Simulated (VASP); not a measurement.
# Au (C2/c) in VASP: a series of runs, part 2 of 2

VASP 6.6.1.

**3. Single point, BLYP (22.74 Å³/atom)**

This run uses another cell than the first one, of 22.74 Å³/atom.

Contents of INCAR:

```
SYSTEM = Au
PREC = Accurate ; ENCUT = 520
EDIFF = 1E-6 ; ISMEAR = -1
SIGMA = 0.1 ; LREAL = .FALSE.
LASPH = .TRUE. ; NELM = 100
ALGO = Normal ; ISIF = 2
LWAVE = .FALSE. ; LCHARG = .TRUE.
GGA = B5 ; ALDAX = 1.0
AGGAX = 1.0 ; AGGAC = 1.0
ALDAC = 0.0 ; LELF = .TRUE.
LVHAR = .TRUE. ; NBANDS = 18
```

Contents of KPOINTS:

```
Automatic mesh
0
G
  13 13 9
  0 0 0
```

Contents of POSCAR:

```
Au
1.0
   -2.5909407619      2.9670992583      1.4267935141
    2.9670992583     -2.5909407619      1.4267935141
    2.7700290927      2.7700290927     -0.7378585390
Au
2
Direct
    0.0114745961      0.9885254039      0.0000000000
    0.7385254039      0.2614745961      0.5000000000
```

Potentials or basis: VASP PAW PBE potentials, release 64 (Au).

Command:

```
> cat potpaw_PBE.64/Au/POTCAR > POTCAR
> mpirun -np 1 vasp_std > vasp.out
```

OUTCAR:

```text
SYSTEM = Au
   PREC = Accurate
   ENCUT = 520
   EDIFF = 1E-6
   ISMEAR = -1
   LREAL = .FALSE.
   LASPH = .TRUE.
   NELM = 100
   ISIF = 2
   GGA = B5

 ion  position               nearest neighbor table
   1  0.011  0.989  0.000-   2 2.93   2 2.93   2 3.04   2 3.04   2 3.05   2 3.05
   2  0.739  0.261  0.500-   1 2.93   1 2.93   1 3.04   1 3.04   1 3.05   1 3.05

  LATTYP: Found a base centered monoclinic cell.
 ALAT       =     2.9027485865
 B/A-ratio  =     2.7078664730
 C/A-ratio  =     1.3732833222
 COS(beta)  =    -0.0018670120

  Lattice vectors:

 A1 = (  -2.5909407619,   2.9670992583,   1.4267935141)
 A2 = (   2.9670992583,  -2.5909407619,   1.4267935141)
 A3 = (   2.7700290927,   2.7700290927,  -0.7378585390)

Analysis of symmetry for initial positions (statically):
=====================================================================
 Subroutine PRICEL returns:
 Original cell was already a primitive cell.

 Routine SETGRP: Setting up the symmetry group for a
 base centered monoclinic supercell.

 Subroutine GETGRP returns: Found  4 space group operations
 (whereof  2 operations were pure point group operations)
 out of a pool of  4 trial point group operations.

The static configuration has the point symmetry C_2 .
 The point group associated with its full space group is C_2h.

Analysis of symmetry for dynamics (positions and initial velocities):
=====================================================================
 Subroutine PRICEL returns:
 Original cell was already a primitive cell.

 Routine SETGRP: Setting up the symmetry group for a
 base centered monoclinic supercell.

 Subroutine GETGRP returns: Found  4 space group operations
 (whereof  2 operations were pure point group operations)
 out of a pool of  4 trial point group operations.

The dynamic configuration has the point symmetry C_2 .
 The point group associated with its full space group is C_2h.

 Subroutine INISYM returns: Found  4 space group operations
 (whereof  2 operations are pure point group operations),
 and found     1 'primitive' translations

----------------------------------------------------------------------------------------

                                     Primitive cell

  volume of cell :      45.4763

  direct lattice vectors                    reciprocal lattice vectors
    -2.590940762  2.967099258  1.426793514    -0.044869807  0.135049732  0.338548657
     2.967099258 -2.590940762  1.426793514     0.135049732 -0.044869807  0.338548657
     2.770029093  2.770029093 -0.737858539     0.174380489  0.174380489 -0.045973508

  length of vectors
     4.189557467  4.189557467  3.986296222     0.367242321  0.367242321  0.250859868

  position of ions in fractional coordinates (direct lattice)
     0.011474596  0.988525404  0.000000000
     0.738525404  0.261474596  0.500000000

  ion indices of the primitive-cell ions
   primitive index   ion index
                 1           1
                 2           2

----------------------------------------------------------------------------------------

 KPOINTS: Automatic mesh

Automatic generation of k-mesh.
 Grid dimensions read from file:
 generate k-points for:   13   13    9

 Generating k-lattice:

  Cartesian coordinates                     Fractional coordinates (reciprocal lattice)
    -0.003451524  0.010388441  0.026042204     0.076923077 -0.000000000  0.000000000
     0.010388441 -0.003451524  0.026042204    -0.000000000  0.076923077  0.000000000
     0.019375610  0.019375610 -0.005108168    -0.000000000 -0.000000000  0.111111111

  Length of vectors
     0.028249409  0.028249409  0.027873319

  Shift w.r.t. Gamma in fractional coordinates (k-lattice)
     0.000000000  0.000000000  0.000000000

 Subroutine IBZKPT returns following result:
 ===========================================

 Found    413 irreducible k-points:

 Following reciprocal coordinates:
            Coordinates               Weight
  0.000000  0.000000  0.000000      1.000000
  0.076923  0.000000 -0.000000      4.000000
  0.153846  0.000000 -0.000000      4.000000
  0.230769  0.000000 -0.000000      4.000000
  0.307692  0.000000 -0.000000      4.000000
  0.384615 -0.000000 -0.000000      4.000000
[... 16 lines left out ...]
  0.384615  0.153846 -0.000000      4.000000
  0.461538  0.153846 -0.000000      4.000000
 [... further k-points ...]
   k-points           NKPTS =    413   k-points in BZ     NKDIM =    413   number of bands    NBANDS=     18
   number of dos      NEDOS =    301   number of ions     NIONS =      2
   total plane-waves  NPLWV =  30720
   dimension x,y,z NGX =    32 NGY =   32 NGZ =   30
   dimension x,y,z NGXF=    64 NGYF=   64 NGZF=   60
   ions per type =               2
   NGX,Y,Z   is equivalent  to a cutoff of  12.70, 12.70, 12.51 a.u.
   NGXF,Y,Z  is equivalent  to a cutoff of  25.40, 25.40, 25.02 a.u.
 SYSTEM =  Au
   PREC   = accura    normal or accurate (medium, high low for compatibility)
   ISTART =      0    job   : 0-new  1-cont  2-samecut
   ICHARG =      2    charge: 1-file 2-atom 10-const
   ISPIN  =      1    spin polarized calculation?
   LNONCOLLINEAR =      F non collinear calculations
   LSORBIT =      F    spin-orbit coupling
   LASPH  =      T    aspherical Exc in radial PAW
   ENCUT  =  520.0 eV  38.22 Ry    6.18 a.u.   7.79  7.79  7.41*2*pi/ulx,y,z
   NELM   =    100;   NELMIN=  2; NELMDL= -5     # of ELM steps
   EDIFF  = 0.1E-05   stopping-criterion for ELM
   LREAL  =      F    real-space projection
   EDIFFG = 0.1E-04   stopping-criterion for IOM
   NSW    =      0    number of steps for IOM
   IBRION =     -1    ionic relax: 0-MD 1-quasi-New 2-CG
   NFREE  =      0    steps in history (QN), initial steepest desc. (CG)
   ISIF   =      2    stress and relaxation
   ISYM   =      2    0-nonsym 1-usesym 2-fastsym
   POTIM  = 0.5000    time-step for ionic-motion
   TEBEG  =    0.0;   TEEND  =   0.0 temperature during run
   PSTRESS=    0.0 pullay stress
   NELECT =      22.0000    total number of electrons
   NUPDOWN=      -1.0000    fix difference up-down
   EMIN   =  10.00;   EMAX   =-10.00  energy-range for DOS
   EFERMI =   0.00;   METHOD = LEGACY
   ISMEAR =    -1;   SIGMA  =   0.10  broadening in eV -4-tet -1-fermi 0-gaus
   EFERMI_NEDOS =   21; number of points for ismear=-14 and -15
   IALGO  =     38    algorithm
   IMIX   =      4    mixing-type and parameters
     AMIX     =   0.40;   BMIX     =  1.00
     AMIX_MAG =   1.60;   BMIX_MAG =  1.00
  volume/ion in A,a.u.               =      22.74       153.44
  Fermi-wavevector in a.u.,A,eV,Ry     =   1.285151  2.428583 22.471553  1.651613
  Thomas-Fermi vector in A             =   2.417302
   LORBIT       =      0    0 simple, 1 ext, 2 COOP (PROOUT), +10 PAW based schemes
   GGA     = B5    functional components
   LHFCALC =     F    Hartree Fock is set to
   AEXX    =    0.0000 exact exchange contribution
   IVDW    =     0    specifies the selected vdW correction
   LEPSILON=     F    determine dielectric tensor
   LRPA    =     F    only Hartree local field effects (RPA)
 non-spin polarized calculation
  energy-cutoff  :      520.00
  volume of cell :       45.48
 maximum number of plane-waves:      1240
   NGX = 15   NGY = 15   NGZ = 15

 number of electron      22.0000007 magnetization

 Free energy of the ion-electron system (eV)
  ---------------------------------------------------
  ext. energy  EPLUGINS =         0.00000000
  ---------------------------------------------------
  free energy    TOTEN  =        -4.84739398 eV

  energy without entropy =       -4.82661008  energy(sigma->0) =       -4.83700203

 E-fermi :   5.8284     XC(G=0): -10.3732

 val. band max:        5.8066720661   @ k =   0.3077   0.1538   0.1111
 cond. band min:       5.8331227403   @ k =  -0.3846  -0.0000   0.4444
 fundamental gap:      0.0264506743
 Fermi energy:         5.8284408163

 k-point     1 :       0.0000    0.0000    0.0000
  band No.  band energies     occupation
      1      -1.3354      2.00000
      2       0.8740      2.00000
      3       1.0804      2.00000
      4       1.2052      2.00000
      5       1.5497      2.00000
      6       3.3366      2.00000
[... 10 lines left out ...]
     17      19.5431      0.00000
     18      21.8079      0.00000
[... 463 lines left out ...]
 k-point    24 :       0.4615    0.1538   -0.0000
  band No.  band energies     occupation
      1       1.0154      2.00000
      2       1.3204      2.00000
      3       1.3896      2.00000
      4       1.7835      2.00000
      5       2.6271      2.00000
      6       2.8650      2.00000
[... 10 lines left out ...]
     17      18.6105      0.00000
     18      18.8307      0.00000

 [... further k-points ...]

------------------------ aborting loop because EDIFF is reached ----------------------------------------

  FORCE on cell =-STRESS in cart. coord.  units (eV):
  Direction    XX          YY          ZZ          XY          YZ          ZX
  --------------------------------------------------------------------------------------
  -------------------------------------------------------------------------------------
  Total       -1.3839015     -1.3839015     -1.6525204     -0.0268874     -0.0307221     -0.0307222
  in kB      -48.7563115    -48.7563115    -58.2200418     -0.9472718     -1.0823713     -1.0823750
  external PRESSURE =     -51.9108883 kB  Pullay stress =       0.0000000 kB

 VOLUME and BASIS-vectors are now :
 -----------------------------------------------------------------------------
  energy-cutoff  :      520.00
  volume of cell :       45.48
      direct lattice vectors                 reciprocal lattice vectors
    -2.590940762  2.967099258  1.426793514    -0.044869807  0.135049732  0.338548657
     2.967099258 -2.590940762  1.426793514     0.135049732 -0.044869807  0.338548657
     2.770029093  2.770029093 -0.737858539     0.174380489  0.174380489 -0.045973508

 POSITION                                       TOTAL-FORCE (eV/Angst)
 -----------------------------------------------------------------------------------
      2.90332     -2.52716      1.42679        -0.019436      0.019436     -0.000000
      0.24736      2.89883      1.05786         0.019436     -0.019436      0.000000
 -----------------------------------------------------------------------------------
    total drift:                                0.000000     -0.000000      0.000000

  FREE ENERGIE OF THE ION-ELECTRON SYSTEM (eV)
  ---------------------------------------------------
  free  energy   TOTEN  =        -4.8473939820 eV

  energy  without entropy=       -4.8266100810  energy(sigma->0) =       -4.83700203
```

It took 3.2 min on 1 thread of AMD EPYC 9R45 (Zen 5), shared host; peak memory 0.37 GiB.

What came out:

```
Free energy            : -4.8474 eV
Pressure               : -5.2 GPa
Largest force          : 0.027 eV/Å
Band gap on the k mesh : zero (bands 11 and 12 overlap by 4.32 eV)
```

Forces in eV/Å, atoms in the order of the input:
```
Au  -0.019  0.019  0.000
Au   0.019 -0.019  0.000
```

Levels at points of the mesh, in eV from the Fermi level:
```tsv
k point	band 8	band 9	band 10	band 11	band 12	band 13	band 14	band 15
(0.00, 0.00, 0.00)	-2.28	-2.05	-1.87	-1.21	3.81	4.21	5.18	11.35
```

Caveat: the cell stands under tension; the PAW data sets were made with another functional, which shifts forces and pressure a little; spin-orbit coupling is left out, which moves the levels of the heavy elements.

**4. Single point, BLYP (23.58 Å³/atom)**

This run uses another cell than the first one, of 23.58 Å³/atom.

Contents of INCAR:

```
SYSTEM = Au
AGGAC    = 1.0          
AGGAX    = 1.0          
ALDAC    = 0.0          
ALDAX    = 1.0          
ALGO     = Normal         ! electronic algorithm
EDIFF    = 1E-6           ! SCF threshold, eV
ENCUT    = 520            ! plane-wave cutoff, eV
GGA      = B5             ! functional
ISIF     = 2              ! what is computed and relaxed
ISMEAR   = -1             ! smearing method
LASPH    = .True.         ! aspherical terms in the spheres
LCHARG   = .False.        ! write CHGCAR
LREAL    = .False.        ! projectors in reciprocal space
LWAVE    = .False.        ! write WAVECAR
NBANDS   = 18             ! bands
NELM     = 100            ! most SCF steps
PREC     = Accurate       ! precision mode
SIGMA    = 0.1            ! smearing width, eV
```

Contents of KPOINTS:

```
k-points
0
Gamma
  13 13 9
  0 0 0
```

Contents of POSCAR:

```
Au
1.0
   -2.6225407148      3.0032869621      1.4441951500
    3.0032869621     -2.6225407148      1.4441951500
    2.8038132649      2.8038132649     -0.7468577008
Au
2
Direct
    0.0114745961      0.9885254039      0.0000000000
    0.7385254039      0.2614745961      0.5000000000
```

Potentials or basis: VASP PAW PBE potentials, release 64 (Au).

Command:

```
> cat potpaw_PBE.64/Au/POTCAR > POTCAR
> mpirun -np 1 vasp_std > vasp.out
```

OUTCAR:

```text
SYSTEM = Au
   EDIFF = 1E-6
   ENCUT = 520
   GGA = B5
   ISIF = 2
   ISMEAR = -1
   LASPH = .True.
   LREAL = .False.
   NELM = 100
   PREC = Accurate

 ion  position               nearest neighbor table
   1  0.011  0.989  0.000-   2 2.96   2 2.96   2 3.08   2 3.08   2 3.08   2 3.08
   2  0.739  0.261  0.500-   1 2.96   1 2.96   1 3.08   1 3.08   1 3.08   1 3.08

  LATTYP: Found a base centered monoclinic cell.
 ALAT       =     2.9381514486
 B/A-ratio  =     2.7078664730
 C/A-ratio  =     1.3732833222
 COS(beta)  =    -0.0018670120
[... 696 lines left out ...]

  FORCE on cell =-STRESS in cart. coord.  units (eV):
  Direction    XX          YY          ZZ          XY          YZ          ZX
  --------------------------------------------------------------------------------------
  -------------------------------------------------------------------------------------
  Total       -1.9280046     -1.9280046     -2.3226335     -0.0398193     -0.0466735     -0.0466736
  in kB      -65.4997242    -65.4997242    -78.9063748     -1.3527735     -1.5856294     -1.5856320
  external PRESSURE =     -69.9686078 kB  Pullay stress =       0.0000000 kB

 VOLUME and BASIS-vectors are now :
 -----------------------------------------------------------------------------
  energy-cutoff  :      520.00
  volume of cell :       47.16
      direct lattice vectors                 reciprocal lattice vectors
    -2.622540715  3.003286962  1.444195150    -0.044329154  0.133422469  0.334469360
     3.003286962 -2.622540715  1.444195150     0.133422469 -0.044329154  0.334469360
     2.803813265  2.803813265 -0.746857701     0.172279315  0.172279315 -0.045419556

 POSITION                                       TOTAL-FORCE (eV/Angst)
 -----------------------------------------------------------------------------------
      2.93873     -2.55799      1.44420        -0.024524      0.024524      0.000000
      0.25038      2.93418      1.07077         0.024524     -0.024524     -0.000000
 -----------------------------------------------------------------------------------
    total drift:                                0.000000     -0.000000      0.000000

  FREE ENERGIE OF THE ION-ELECTRON SYSTEM (eV)
  ---------------------------------------------------
  free  energy   TOTEN  =        -4.7837718378 eV

  energy  without entropy=       -4.7623805495  energy(sigma->0) =       -4.77307619
```

Run time: 3 min. Hardware: 1 thread of AMD EPYC 9R45 (Zen 5), shared host; peak memory 0.38 GiB.

Results:

| Quantity | Value |
| --- | --- |
| Free energy | -4.7838 eV |
| Pressure | -7.0 GPa |
| Largest force | 0.035 eV/Å |
| Band gap on the k mesh | zero (bands 11 and 12 overlap by 4.23 eV) |

Forces in eV/Å, atoms in the order of the input:
```
Au  -0.025  0.025  0.000
Au   0.025 -0.025  0.000
```

Stress tensor (GPa, compression positive):
```
-6.55 -0.14 -0.16
-0.14 -6.55 -0.16
-0.16 -0.16 -7.89
```

Caveat: the cell stands under tension; the PAW data sets were made with another functional, which shifts forces and pressure a little; spin-orbit coupling is left out, which moves the levels of the heavy elements.

**5. The runs side by side**

| cell | gap on the mesh (eV) | pressure (GPa) | largest force (eV/Å) |
| --- | --- | --- | --- |
| a = 4.137, b = 4.137, c = 3.936 Å, angles 90.0, 90.0, 139.5°, 2 atoms | none | -2.8 | 0.02 |
| a = 4.190, b = 4.190, c = 3.986 Å, angles 90.0, 90.0, 139.5°, 2 atoms | none | -5.2 | 0.03 |
| a = 4.241, b = 4.241, c = 4.035 Å, angles 90.0, 90.0, 139.5°, 2 atoms | none | -7.0 | 0.03 |

Alike in all rows: task single point; level BLYP; potentials or basis VASP PAW PBE potentials, release 64 (Au); no spin polarisation; k mesh 13 × 13 × 9; cutoff (eV) 520; smearing fermi-dirac 0.1 eV.

Caveats: the PAW data sets were made with another functional, which shifts forces and pressure a little; spin-orbit coupling is left out, which moves the levels of the heavy elements; the cell stands under tension (at least some runs).

Total energies depend on the potentials used, so only differences within one code and one set of settings carry meaning.

The gap in the log of VASP goes by the Fermi energy; the results here count the filled bands.